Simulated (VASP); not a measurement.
Input of a VASP 6.6.1 run:

POSCAR

```
GaN
1.0
    0.0000000000      2.1160838787      2.1160838787
    2.1160838787      0.0000000000      2.1160838787
    2.1160838787      2.1160838787      0.0000000000
Ga N
1 1
Direct
    0.0000000000      0.0000000000      0.0000000000
    0.5000000000      0.5000000000      0.5000000000
```

INCAR.step1

```
SYSTEM = GaN
  PREC = Accurate
  ENCUT = 520
  ISMEAR = 0
  SIGMA = 0.01
  LREAL = .False.
  LASPH = .True.
  NELM = 60
  NBANDS = 16
  GGA = PE
  ALGO = Normal
  EDIFF = 1E-4
  LWAVE = .True.
  LCHARG = .False.
```

INCAR.step2

```
SYSTEM = GaN
  PREC = Accurate
  ENCUT = 520
  EDIFF = 1E-6
  ISMEAR = 0
  SIGMA = 0.01
  LREAL = .False.
  LASPH = .True.
  NELM = 60
  ALGO = Normal
  ISIF = 2
  LWAVE = .False.
  LCHARG = .True.
  METAGGA = R2SCAN
  LMIXTAU = .True.
  LELF = .True.
  LVHAR = .True.
  NBANDS = 16
  ISTART = 1
```

Contents of KPOINTS:

```
Automatic mesh
0
Gamma
  8 8 8
  0 0 0
```

Potentials or basis: VASP PAW PBE potentials, release 64 (Ga_d, N).

Run with:

```sh
$ cat potpaw_PBE.64/Ga_d/POTCAR potpaw_PBE.64/N/POTCAR > POTCAR
$ cp INCAR.step1 INCAR
$ mpirun -np 1 vasp_std > vasp.out
$ cp INCAR.step2 INCAR
$ mpirun -np 1 vasp_std > vasp.out
```

(1) What does it give for the pressure?

(2) What does it give for the band gap on the k mesh?

## Answers

(1) -1.3 GPa.

(2) 1.10 eV, indirect (least direct gap 3.27 eV).

Caveat: the PAW data sets were made with another functional, which shifts forces and pressure a little.
